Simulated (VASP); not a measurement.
# SiC (P6_3mc) in VASP: a series of runs, part 2 of 2

VASP 6.6.1. Earlier steps stand in the parts before.

## 5. Single point, PBE (strain +0.0600 x Voigt [1, 1, 0, 0, 0, 0])

File INCAR:

```
PREC     = Accurate       # precision mode
ENCUT    = 520            # plane-wave cutoff, eV
EDIFF    = 1E-7           # SCF threshold, eV
ISMEAR   = 0              # smearing method
SIGMA    = 0.05           # smearing width, eV
LREAL    = False          # projectors in reciprocal space
LASPH    = True           # aspherical terms in the spheres
NELM     = 60             # most SCF steps
ALGO     = Normal         # electronic algorithm
ISIF     = 2              # what is computed and relaxed
LWAVE    = False          # write WAVECAR
LCHARG   = False          # write CHGCAR
GGA      = PE             # functional
NBANDS   = 16             # bands
```

File KPOINTS:

```
Automatic mesh
0
Gamma
  12 12 6
```

File POSCAR:

```
SiC
1.0
    3.2775059385      0.0000000000      0.0000000000
   -1.6387529692      2.8384034038      0.0000000000
    0.0000000000      0.0000000000      5.0737646004
Si C
2 2
Direct
    0.3333333333      0.6666666667      0.0045636718
    0.6666666667      0.3333333333      0.5045636718
    0.3333333333      0.6666666667      0.3804363282
    0.6666666667      0.3333333333      0.8804363282
```

Potentials or basis: VASP PAW PBE potentials, release 64 (Si, C).

The run is started by

```
> cat potpaw_PBE.64/Si/POTCAR potpaw_PBE.64/C/POTCAR > POTCAR
> mpirun -np 1 vasp_std > vasp.out
```

OUTCAR:

```text
PREC = Accurate
   ENCUT = 520
   EDIFF = 1E-7
   ISMEAR = 0
   LREAL = False
   LASPH = True
   NELM = 60
   ISIF = 2
   GGA = PE

 ion  position               nearest neighbor table
   1  0.333  0.667  0.005-   3 1.91   4 1.99   4 1.99   4 1.99
   2  0.667  0.333  0.505-   4 1.91   3 1.99   3 1.99   3 1.99
   3  0.333  0.667  0.380-   1 1.91   2 1.99   2 1.99   2 1.99
   4  0.667  0.333  0.880-   2 1.91   1 1.99   1 1.99   1 1.99

  LATTYP: Found a hexagonal cell.
 ALAT       =     3.2775059385
 C/A-ratio  =     1.5480565697

  Lattice vectors:

 A1 = (   3.2775059385,   0.0000000000,   0.0000000000)
 A2 = (  -1.6387529692,   2.8384034038,   0.0000000000)
 A3 = (   0.0000000000,   0.0000000000,   5.0737646004)

Analysis of symmetry for initial positions (statically):
=====================================================================
 Subroutine PRICEL returns:
 Original cell was already a primitive cell.

 Routine SETGRP: Setting up the symmetry group for a
 hexagonal supercell.

 Subroutine GETGRP returns: Found 12 space group operations
 (whereof  6 operations were pure point group operations)
 out of a pool of 24 trial point group operations.

The static configuration has the point symmetry C_3v.
 The point group associated with its full space group is C_6v.

Analysis of symmetry for dynamics (positions and initial velocities):
=====================================================================
 Subroutine PRICEL returns:
 Original cell was already a primitive cell.

 Routine SETGRP: Setting up the symmetry group for a
 hexagonal supercell.

 Subroutine GETGRP returns: Found 12 space group operations
 (whereof  6 operations were pure point group operations)
 out of a pool of 24 trial point group operations.

The dynamic configuration has the point symmetry C_3v.
 The point group associated with its full space group is C_6v.

 Subroutine INISYM returns: Found 12 space group operations
 (whereof  6 operations are pure point group operations),
[... 121 lines left out ...]
  volume/ion in A,a.u.               =      11.80        79.63
  Fermi-wavevector in a.u.,A,eV,Ry     =   1.141473  2.157071 17.727845  1.302960
  Thomas-Fermi vector in A             =   2.278173
   LORBIT       =      0    0 simple, 1 ext, 2 COOP (PROOUT), +10 PAW based schemes
   GGA     = PE    functional components
   LHFCALC =     F    Hartree Fock is set to
   AEXX    =    0.0000 exact exchange contribution
   IVDW    =     0    specifies the selected vdW correction
   LEPSILON=     F    determine dielectric tensor
   LRPA    =     F    only Hartree local field effects (RPA)
 non-spin polarized calculation
 Gauss-broadening in eV      SIGMA  =   0.05
  energy-cutoff  :      520.00
  volume of cell :       47.20
 maximum number of plane-waves:      1296
   NGX = 13   NGY = 13   NGZ = 19

 number of electron      15.9999998 magnetization

 Free energy of the ion-electron system (eV)
  ---------------------------------------------------
  ext. energy  EPLUGINS =         0.00000000
  ---------------------------------------------------
  free energy    TOTEN  =       -29.61804814 eV

  energy without entropy =      -29.61804814  energy(sigma->0) =      -29.61804814

 E-fermi :   7.0671     XC(G=0): -10.7761

 val. band max:        6.8366826947   @ k =   0.0000   0.0000   0.0000
 cond. band min:       8.9937448060   @ k =   0.5000  -0.0000   0.0000
 fundamental gap:      2.1570621114
 Fermi energy:         7.0671073566

 k-point     1 :       0.0000    0.0000    0.0000
  band No.  band energies     occupation
      1      -7.7357      2.00000
      2      -4.1923      2.00000
      3      -1.0955      2.00000
      4       5.2615      2.00000
      5       5.2615      2.00000
      6       6.8000      2.00000
[... 433 lines left out ...]
      3      -0.2434      2.00000
      4       1.7913      2.00000
      5       2.3452      2.00000
      6       3.9519      2.00000
[... 8 lines left out ...]
     15      17.2103      0.00000
     16      17.5923      0.00000

 [... further k-points ...]

------------------------ aborting loop because EDIFF is reached ----------------------------------------

  FORCE on cell =-STRESS in cart. coord.  units (eV):
  Direction    XX          YY          ZZ          XY          YZ          ZX
  --------------------------------------------------------------------------------------
  -------------------------------------------------------------------------------------
  Total       -8.0056057     -8.0056057     -0.7839489     -0.0000000      0.0000000      0.0000000
  in kB     -271.7420578   -271.7420578    -26.6103396     -0.0000000      0.0000000      0.0000000
  external PRESSURE =    -190.0314851 kB  Pullay stress =       0.0000000 kB

 VOLUME and BASIS-vectors are now :
 -----------------------------------------------------------------------------
  energy-cutoff  :      520.00
  volume of cell :       47.20
      direct lattice vectors                 reciprocal lattice vectors
     3.277505939  0.000000000  0.000000000     0.305110050  0.176155369  0.000000000
    -1.638752969  2.838403404  0.000000000     0.000000000  0.352310739  0.000000000
     0.000000000  0.000000000  5.073764600     0.000000000  0.000000000  0.197092313

 POSITION                                       TOTAL-FORCE (eV/Angst)
 -----------------------------------------------------------------------------------
     -0.00000      1.89227      0.02315         0.000000     -0.000000     -0.324581
      1.63875      0.94613      2.56004        -0.000000      0.000000     -0.324581
     -0.00000      1.89227      1.93024        -0.000000      0.000000      0.324581
      1.63875      0.94613      4.46713         0.000000     -0.000000      0.324581
 -----------------------------------------------------------------------------------
    total drift:                               -0.000000     -0.000000      0.000275

  FREE ENERGIE OF THE ION-ELECTRON SYSTEM (eV)
  ---------------------------------------------------
  free  energy   TOTEN  =       -29.6180481368 eV

  energy  without entropy=      -29.6180481368  energy(sigma->0) =      -29.61804814
```

OSZICAR:

```text
N       E                     dE             d eps       ncg     rms          rms(c)
DAV:   1     0.255565480864E+02    0.25557E+02   -0.69650E+03  2432   0.880E+02
DAV:   2    -0.299342566611E+02   -0.55491E+02   -0.50351E+02  3560   0.152E+02
DAV:   3    -0.327039527063E+02   -0.27697E+01   -0.27548E+01  3192   0.313E+01
DAV:   4    -0.327280470031E+02   -0.24094E-01   -0.24090E-01  2960   0.359E+00
DAV:   5    -0.327283211973E+02   -0.27419E-03   -0.27418E-03  3224   0.363E-01    0.108E+01
DAV:   6    -0.296433013348E+02    0.30850E+01   -0.58858E+00  3048   0.146E+01    0.467E+00
DAV:   7    -0.296334692140E+02    0.98321E-02   -0.86542E-01  3400   0.533E+00    0.224E+00
DAV:   8    -0.296187927415E+02    0.14676E-01   -0.38796E-02  2680   0.134E+00    0.546E-01
DAV:   9    -0.296175891467E+02    0.12036E-02   -0.70707E-03  3312   0.558E-01    0.136E-01
DAV:  10    -0.296180070669E+02   -0.41792E-03   -0.13067E-03  2896   0.205E-01    0.621E-02
DAV:  11    -0.296180469038E+02   -0.39837E-04   -0.14068E-04  2824   0.801E-02    0.141E-02
DAV:  12    -0.296180471139E+02   -0.21009E-06   -0.10667E-05  3184   0.213E-02    0.457E-03
DAV:  13    -0.296180480801E+02   -0.96612E-06   -0.14634E-06  2992   0.773E-03    0.228E-03
DAV:  14    -0.296180481368E+02   -0.56700E-07   -0.64579E-08  2368   0.164E-03
   1 F= -.29618048E+02 E0= -.29618048E+02  d E =-.195356E-13
```

Wall time 53 s (1 thread of Intel Xeon 8259CL, shared host); peak memory 0.18 GiB.

Results:

```
Free energy            : -29.6180 eV
Pressure               : -19.0 GPa
Largest force          : 0.325 eV/Å
Band gap on the k mesh : 2.16 eV (least direct gap 2.90 eV)
```

Forces in eV/Å, atoms in the order of the input:
```
Si   0.000  0.000 -0.325
Si   0.000  0.000 -0.325
C    0.000  0.000  0.325
C    0.000  0.000  0.325
```

Stress tensor (GPa, compression positive):
```
-27.17   0.00   0.00
  0.00 -27.17   0.00
  0.00   0.00  -2.66
```

Caveat: the cell differs from its parent crystal (strain +0.0600 x Voigt [1, 1, 0, 0, 0, 0]); the cell stands under tension.

## 6. The runs side by side

```tsv
cell	gap on the mesh (eV)	pressure (GPa)	largest force (eV/Å)
a = 3.185, b = 3.185, c = 5.074 Å, angles 90.0, 90.0, 120.0°, 4 atoms	2.47	-11.1	0.21
a = 3.231, b = 3.231, c = 5.074 Å, angles 90.0, 90.0, 120.0°, 4 atoms	2.30	-15.4	0.28
a = 3.254, b = 3.254, c = 5.074 Å, angles 90.0, 90.0, 120.0°, 4 atoms	2.23	-17.3	0.30
a = 3.278, b = 3.278, c = 5.074 Å, angles 90.0, 90.0, 120.0°, 4 atoms	2.16	-19.0	0.32
```

Alike in all rows: task single point; level PBE; potentials or basis VASP PAW PBE potentials, release 64 (Si, C); no spin polarisation; k mesh 12 × 12 × 6; cutoff (eV) 520; smearing gaussian 0.05 eV.

Caveats: the cell stands under tension.

Absolute energies hang on the potentials; compare differences alone.
